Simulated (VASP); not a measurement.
# CoSi (F-43m) in VASP: single point with PBE+U

Aim: the single point of CoSi with PBE+U.

Program: VASP 6.6.1. These are calculated values, not measurements. Logs are shortened: lines on timing, memory, paths and dates and some standing lists are left out, and cuts for length are marked.

### Step 1. The cell of the first run

The structure is cubic, space group F-43m (No. 216). Conventional cell: a = 5.365 Å, b = 5.365 Å, c = 5.365 Å, α = 90.00°, β = 90.00°, γ = 90.00°. Co (site symmetry -43m) has 4 Si at 2.32 Å within 3.1 Å. Within 3.1 Å of Si (site symmetry -43m) lie 4 Co at 2.32 Å.

### Step 2. Single point, PBE+U

Input file INCAR:

```
PREC = Accurate
ENCUT = 600
EDIFF = 1E-6
ISMEAR = 0
SIGMA = 0.1
LREAL = F
LASPH = T
NELM = 200
ALGO = Normal
ISIF = 2
LWAVE = F
LCHARG = F
LMAXMIX = 4
LDAU = T
LDAUTYPE = 2
LDAUL = 2 -1
LDAUU = 6.6 0
LDAUJ = 0 0
LDAUPRINT = 1
GGA = PE
NBANDS = 14
GGA_COMPAT = F
```

Input file KPOINTS:

```
regular mesh
0
Gamma
  2 2 2
```

Input file POSCAR:

```
CoSi
1.0
    0.0000000000      2.6825000000      2.6825000000
    2.6825000000      0.0000000000      2.6825000000
    2.6825000000      2.6825000000      0.0000000000
Co Si
1 1
Direct
    0.0000000000      0.0000000000      0.0000000000
    0.2500000000      0.2500000000      0.2500000000
```

Potentials or basis: VASP PAW PBE potentials, release 64 (Co, Si).

Run with:

```bash
> cat potpaw_PBE.64/Co/POTCAR potpaw_PBE.64/Si/POTCAR > POTCAR
> mpirun -np 1 vasp_std > vasp.out
```

OUTCAR:

```text
PREC = Accurate
   ENCUT = 600
   EDIFF = 1E-6
   ISMEAR = 0
   LREAL = F
   LASPH = T
   NELM = 200
   ISIF = 2
   GGA = PE

 ion  position               nearest neighbor table
   1  0.000  0.000  0.000-   2 2.32   2 2.32   2 2.32   2 2.32
   2  0.250  0.250  0.250-   1 2.32   1 2.32   1 2.32   1 2.32

  LATTYP: Found a face centered cubic cell.
 ALAT       =     5.3650000000

  Lattice vectors:

 A1 = (   0.0000000000,   2.6825000000,   2.6825000000)
 A2 = (   2.6825000000,   0.0000000000,   2.6825000000)
 A3 = (   2.6825000000,   2.6825000000,   0.0000000000)

Analysis of symmetry for initial positions (statically):
=====================================================================
 Subroutine PRICEL returns:
 Original cell was already a primitive cell.

 Routine SETGRP: Setting up the symmetry group for a
 face centered cubic supercell.

 Subroutine GETGRP returns: Found 24 space group operations
 (whereof 24 operations were pure point group operations)
 out of a pool of 48 trial point group operations.

The static configuration has the point symmetry T_d .

Analysis of symmetry for dynamics (positions and initial velocities):
=====================================================================
 Subroutine PRICEL returns:
 Original cell was already a primitive cell.

 Routine SETGRP: Setting up the symmetry group for a
 face centered cubic supercell.

 Subroutine GETGRP returns: Found 24 space group operations
 (whereof 24 operations were pure point group operations)
 out of a pool of 48 trial point group operations.

The dynamic configuration has the point symmetry T_d .

 Subroutine INISYM returns: Found 24 space group operations
 (whereof 24 operations are pure point group operations),
 and found     1 'primitive' translations

----------------------------------------------------------------------------------------

                                     Primitive cell

  volume of cell :      38.6055

  direct lattice vectors                    reciprocal lattice vectors
     0.000000000  2.682500000  2.682500000    -0.186393290  0.186393290  0.186393290
     2.682500000  0.000000000  2.682500000     0.186393290 -0.186393290  0.186393290
     2.682500000  2.682500000  0.000000000     0.186393290  0.186393290 -0.186393290

  length of vectors
     3.793627881  3.793627881  3.793627881     0.322842648  0.322842648  0.322842648

  position of ions in fractional coordinates (direct lattice)
     0.000000000  0.000000000  0.000000000
     0.250000000  0.250000000  0.250000000

  ion indices of the primitive-cell ions
   primitive index   ion index
                 1           1
                 2           2

----------------------------------------------------------------------------------------

 KPOINTS: regular mesh

Automatic generation of k-mesh.
 Grid dimensions read from file:
 generate k-points for:    2    2    2

 Generating k-lattice:

  Cartesian coordinates                     Fractional coordinates (reciprocal lattice)
    -0.093196645  0.093196645  0.093196645     0.500000000  0.000000000  0.000000000
     0.093196645 -0.093196645  0.093196645     0.000000000  0.500000000  0.000000000
     0.093196645  0.093196645 -0.093196645     0.000000000  0.000000000  0.500000000

  Length of vectors
     0.161421324  0.161421324  0.161421324

  Shift w.r.t. Gamma in fractional coordinates (k-lattice)
     0.000000000  0.000000000  0.000000000

 Subroutine IBZKPT returns following result:
 ===========================================

 Found      3 irreducible k-points:

 Following reciprocal coordinates:
            Coordinates               Weight
  0.000000  0.000000  0.000000      1.000000
  0.500000  0.000000  0.000000      4.000000
  0.500000  0.500000  0.000000      3.000000
   k-points           NKPTS =      3   k-points in BZ     NKDIM =      3   number of bands    NBANDS=     14
   number of dos      NEDOS =    301   number of ions     NIONS =      2
   total plane-waves  NPLWV =  27000
   dimension x,y,z NGX =    30 NGY =   30 NGZ =   30
   dimension x,y,z NGXF=    60 NGYF=   60 NGZF=   60
   ions per type =               1   1
   NGX,Y,Z   is equivalent  to a cutoff of  13.15, 13.15, 13.15 a.u.
   NGXF,Y,Z  is equivalent  to a cutoff of  26.29, 26.29, 26.29 a.u.
 SYSTEM =  unknown system
   PREC   = accura    normal or accurate (medium, high low for compatibility)
   ISTART =      0    job   : 0-new  1-cont  2-samecut
   ICHARG =      2    charge: 1-file 2-atom 10-const
   ISPIN  =      1    spin polarized calculation?
   LNONCOLLINEAR =      F non collinear calculations
   LSORBIT =      F    spin-orbit coupling
   LASPH  =      T    aspherical Exc in radial PAW
   ENCUT  =  600.0 eV  44.10 Ry    6.64 a.u.   7.58  7.58  7.58*2*pi/ulx,y,z
   NELM   =    200;   NELMIN=  2; NELMDL= -5     # of ELM steps
   EDIFF  = 0.1E-05   stopping-criterion for ELM
   LREAL  =      F    real-space projection
   EDIFFG = 0.1E-04   stopping-criterion for IOM
   NSW    =      0    number of steps for IOM
   IBRION =     -1    ionic relax: 0-MD 1-quasi-New 2-CG
   NFREE  =      0    steps in history (QN), initial steepest desc. (CG)
   ISIF   =      2    stress and relaxation
   ISYM   =      2    0-nonsym 1-usesym 2-fastsym
   POTIM  = 0.5000    time-step for ionic-motion
   TEBEG  =    0.0;   TEEND  =   0.0 temperature during run
   PSTRESS=    0.0 pullay stress
   NELECT =      13.0000    total number of electrons
   NUPDOWN=      -1.0000    fix difference up-down
   EMIN   =  10.00;   EMAX   =-10.00  energy-range for DOS
   EFERMI =   0.00;   METHOD = LEGACY
   ISMEAR =     0;   SIGMA  =   0.10  broadening in eV -4-tet -1-fermi 0-gaus
   EFERMI_NEDOS =   21; number of points for ismear=-14 and -15
   IALGO  =     38    algorithm
   IMIX   =      4    mixing-type and parameters
     AMIX     =   0.40;   BMIX     =  1.00
     AMIX_MAG =   1.60;   BMIX_MAG =  1.00
  volume/ion in A,a.u.               =      19.30       130.26
  Fermi-wavevector in a.u.,A,eV,Ry     =   1.138954  2.152311 17.649701  1.297216
  Thomas-Fermi vector in A             =   2.275658
   LORBIT       =      0    0 simple, 1 ext, 2 COOP (PROOUT), +10 PAW based schemes
 LDA+U is selected, type is set to LDAUTYPE =  2
   angular momentum for each species LDAUL =     2   -1
   U (eV)           for each species LDAUU =   6.6  0.0
   J (eV)           for each species LDAUJ =   0.0  0.0
   GGA     = PE    functional components
   LHFCALC =     F    Hartree Fock is set to
   AEXX    =    0.0000 exact exchange contribution
   IVDW    =     0    specifies the selected vdW correction
   LEPSILON=     F    determine dielectric tensor
   LRPA    =     F    only Hartree local field effects (RPA)
 non-spin polarized calculation
 Gauss-broadening in eV      SIGMA  =   0.10
  energy-cutoff  :      600.00
  volume of cell :       38.61
 maximum number of plane-waves:      1308
   NGX = 15   NGY = 15   NGZ = 15

atom =   1  type =  1  l = 2

 onsite density matrix

spin component  1

  0.8012 -0.0000 -0.0000  0.0000 -0.0000
 -0.0000  0.8012 -0.0000  0.0000  0.0000
 -0.0000 -0.0000  0.7750  0.0000  0.0000
  0.0000  0.0000  0.0000  0.8012 -0.0000
 -0.0000  0.0000  0.0000 -0.0000  0.7750

spin component  2

  0.8012 -0.0000 -0.0000  0.0000 -0.0000
 -0.0000  0.8012 -0.0000  0.0000  0.0000
 -0.0000 -0.0000  0.7750  0.0000  0.0000
  0.0000  0.0000  0.0000  0.8012 -0.0000
 -0.0000  0.0000  0.0000 -0.0000  0.7750

 occupancies and eigenvectors

  o =  0.7750  v =  0.0000  0.0000  1.0000 -0.0000 -0.0008  0.0000  0.0000  0.0000  0.0000  0.0000      0.0000  0.0000  0.0000  0.0000  0.0000  0.0000  0.0000  0.0000  0.0000  0.0000
  o =  0.7750  v =  0.0000  0.0000  0.0000  0.0000  0.0000  0.0000  0.0000  1.0000 -0.0000 -0.0008      0.0000  0.0000  0.0000  0.0000  0.0000  0.0000  0.0000  0.0000  0.0000  0.0000
  o =  0.7750  v =  0.0000 -0.0000  0.0008  0.0000  1.0000  0.0000  0.0000  0.0000  0.0000  0.0000      0.0000  0.0000  0.0000  0.0000  0.0000  0.0000  0.0000  0.0000  0.0000  0.0000
  o =  0.7750  v =  0.0000  0.0000  0.0000  0.0000  0.0000  0.0000 -0.0000  0.0008  0.0000  1.0000      0.0000  0.0000  0.0000  0.0000  0.0000  0.0000  0.0000  0.0000  0.0000  0.0000
  o =  0.8012  v =  0.0000  0.0000  0.0000  0.0000  0.0000  0.0000  0.6290 -0.0000 -0.7774  0.0000      0.0000  0.0000  0.0000  0.0000  0.0000  0.0000  0.0000  0.0000  0.0000  0.0000
  o =  0.8012  v =  0.0000  0.6290 -0.0000 -0.7774  0.0000  0.0000  0.0000  0.0000  0.0000  0.0000      0.0000  0.0000  0.0000  0.0000  0.0000  0.0000  0.0000  0.0000  0.0000  0.0000
  o =  0.8012  v =  0.0000  0.0000  0.0000  0.0000  0.0000  0.0000 -0.7774  0.0000 -0.6290 -0.0000      0.0000  0.0000  0.0000  0.0000  0.0000  0.0000  0.0000  0.0000  0.0000  0.0000
  o =  0.8012  v =  0.0000 -0.7774  0.0000 -0.6290 -0.0000  0.0000  0.0000  0.0000  0.0000  0.0000      0.0000  0.0000  0.0000  0.0000  0.0000  0.0000  0.0000  0.0000  0.0000  0.0000
  o =  0.8012  v =  1.0000  0.0000  0.0000  0.0000  0.0000  0.0000  0.0000  0.0000  0.0000  0.0000      0.0000  0.0000  0.0000  0.0000  0.0000  0.0000  0.0000  0.0000  0.0000  0.0000
  o =  0.8012  v =  0.0000  0.0000  0.0000  0.0000  0.0000  1.0000  0.0000  0.0000  0.0000  0.0000      0.0000  0.0000  0.0000  0.0000  0.0000  0.0000  0.0000  0.0000  0.0000  0.0000

 number of electron      13.0000006 magnetization

 Free energy of the ion-electron system (eV)
  ---------------------------------------------------
  ext. energy  EPLUGINS =         0.00000000
  ---------------------------------------------------
  free energy    TOTEN  =        -5.58105723 eV

  energy without entropy =       -5.57933137  energy(sigma->0) =       -5.58019430

 E-fermi :   4.1000     XC(G=0):  -9.7753

 val. band max:        3.9177689638   @ k =   0.5000   0.5000   0.0000
 cond. band min:       4.2793644689   @ k =   0.5000   0.5000   0.0000
 fundamental gap:      0.3615955052
 Fermi energy:         4.0999631990

 k-point     1 :       0.0000    0.0000    0.0000
  band No.  band energies     occupation
      1      -4.6470      2.00000
      2       2.2718      2.00000
      3       2.2718      2.00000
      4       2.2718      2.00000
      5       3.6177      2.00000
      6       3.6177      2.00000
      7       9.6918      0.00000
      8       9.6918      0.00000
      9       9.6918      0.00000
     10      11.8834      0.00000
     11      11.8834      0.00000
     12      11.8834      0.00000
     13      12.0486      0.00000
     14      16.9401      0.00000

 k-point     2 :       0.5000    0.0000    0.0000
  band No.  band energies     occupation
      1      -2.7141      2.00000
      2       0.9904      2.00000
      3       2.5024      2.00000
      4       2.5024      2.00000
      5       3.7050      2.00000
      6       3.7050      2.00000
      7       3.8652      1.99910
      8       7.8965      0.00000
      9       7.8965      0.00000
     10      11.1623      0.00000
     11      12.5012      0.00000
     12      12.5012      0.00000
     13      15.1935      0.00000
     14      18.6291      0.00000

 k-point     3 :       0.5000    0.5000    0.0000
  band No.  band energies     occupation
      1      -1.9842      2.00000
      2       0.8875      2.00000
      3       3.0907      2.00000
      4       3.0907      2.00000
      5       3.2969      2.00000
      6       3.9178      1.99002
      7       4.2794      0.01118
      8       5.4206      0.00000
      9       5.4206      0.00000
     10       9.8696      0.00000
     11      10.1601      0.00000
     12      18.2492      0.00000
     13      19.2788      0.00000
     14      19.2788      0.00000

------------------------ aborting loop because EDIFF is reached ----------------------------------------

  FORCE on cell =-STRESS in cart. coord.  units (eV):
  Direction    XX          YY          ZZ          XY          YZ          ZX
  --------------------------------------------------------------------------------------
  -------------------------------------------------------------------------------------
  Total       -4.0391093     -4.0391093     -4.0391093     -0.0000000      0.0000000      0.0000000
  in kB     -167.6281671   -167.6281671   -167.6281671     -0.0000000      0.0000000      0.0000000
  external PRESSURE =    -167.6281671 kB  Pullay stress =       0.0000000 kB

 VOLUME and BASIS-vectors are now :
 -----------------------------------------------------------------------------
  energy-cutoff  :      600.00
  volume of cell :       38.61
      direct lattice vectors                 reciprocal lattice vectors
     0.000000000  2.682500000  2.682500000    -0.186393290  0.186393290  0.186393290
     2.682500000  0.000000000  2.682500000     0.186393290 -0.186393290  0.186393290
     2.682500000  2.682500000  0.000000000     0.186393290  0.186393290 -0.186393290

 POSITION                                       TOTAL-FORCE (eV/Angst)
 -----------------------------------------------------------------------------------
      0.00000      0.00000      0.00000        -0.000000     -0.000000     -0.000000
      1.34125      1.34125      1.34125         0.000000      0.000000      0.000000
 -----------------------------------------------------------------------------------
    total drift:                               -0.000000     -0.000000     -0.000000

  FREE ENERGIE OF THE ION-ELECTRON SYSTEM (eV)
  ---------------------------------------------------
  free  energy   TOTEN  =        -5.5810572338 eV

  energy  without entropy=       -5.5793313674  energy(sigma->0) =       -5.58019430
```

Run time: 5.8 s. Hardware: 1 thread of Intel Xeon 6975P-C (Granite Rapids), shared host; peak memory 0.15 GiB.

Results:

| Property | Result |
| --- | --- |
| Free energy | -5.5811 eV |
| Pressure | -16.8 GPa |

Eigenvalues of the final occupation matrices:
```csv
site,spin,trace,eigenvalues
site 1 d,1,3.95,0.78 0.78 0.80 0.80 0.80
site 1 d,2,3.95,0.78 0.78 0.80 0.80 0.80
```

Caveat: the k points lie up to 1.01 Å⁻¹ apart; U without spin polarisation on a metal has little footing; the U is typed as a test and isn't derived for this compound. Spin polarisation is off, so any magnetic state and its effect on volume and gap are missing.
